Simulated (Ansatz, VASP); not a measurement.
## One calculation of NiO, two programs

INCAR

```
  ALGO = Normal
  EDIFF = 1E-8
  ENCUT = 520
  GGA = PE
  ISIF = 2
  ISMEAR = -1
  ISPIN = 2
  LASPH = T
  LCHARG = F
  LEFG = T
  LMAXMIX = 4
  LORBIT = 11
  LREAL = F
  LWAVE = F
  MAGMOM = 1.5 0
  NBANDS = 19
  NELM = 150
  PREC = Accurate
  SIGMA = 0.03
```

KPOINTS

```
k-points
0
Gamma
  17 17 17
```

The input POSCAR:

```
NiO
1.0
    0.0418262000      2.1122231000      2.1122231000
    2.1122231000      0.0418262000      2.1122231000
    2.1122231000      2.1122231000      0.0418262000
Ni O
1 1
Direct
    0.0000000000      0.0000000000      0.0000000000
    0.5000000000      0.5000000000      0.5000000000
```

Input for Ansatz:

```yaml
crystal:
  lattice:
    - [0.0418262, 2.1122231, 2.1122231]
    - [2.1122231, 0.0418262, 2.1122231]
    - [2.1122231, 2.1122231, 0.0418262]
  atoms:
    - { symbol: Ni, position: [0.0, 0.0, 0.0], spin: 1.5 }
    - { symbol: O, position: [0.5, 0.5, 0.5] }
magnetization:
  spin_polarized: true
kpoints:
  mp_grid: { grid: [17, 17, 17] }
scf:
  occupations: { method: fermi_dirac, width: 0.03 }
hamiltonian:
  xc: pbe
  pseudopotentials: { kind: all_electron, datasets: crystal }
output:
  forces: true
  stress: true
  eigenvalues: true
  efg: { contact_densities: true }
```

Change from the starting cell: equal xy, yz and zx shear strains of +2 %, crystal datasets.

Alike in both runs: task electric field gradients; functional PBE; k mesh 17 × 17 × 17; occupations fermi-dirac, width 0.03 eV; collinear spin.

|  | VASP | Ansatz |
| --- | --- | --- |
| version | VASP 6.6.1 | Ansatz 0.2.0 |
| potentials or method | VASP PAW PBE potentials, release 64 (Ni, O), cutoff 520 eV | all-electron PAW with datasets made for the crystal, scalar-relativistic |

Ansatz gave:

| Quantity | Value |
| --- | --- |
| pressure (GPa) | 4.7 |
| traceless stress, the component that is largest in VASP (GPa) | -1.16 |
| net moment per atom (μB) | 0.89 |
| size of the moment on the site where the two differ most (μB) | 1.45 |
| size of Vzz on the site where it differs most (V/Å²) | 3.9 |

**Question.** Which values does VASP return?

**Answer.** Pressure (GPa): 3.8; traceless stress, the component that is largest in VASP (GPa): -1.17; net moment per atom (μB): 0.86; size of the moment on the site where the two differ most (μB): 1.41; size of Vzz on the site where it differs most (V/Å²): 5.0.

Site moments also hang on the region over which each program counts them. Ansatz ran all-electron here, and VASP with PAW potentials.
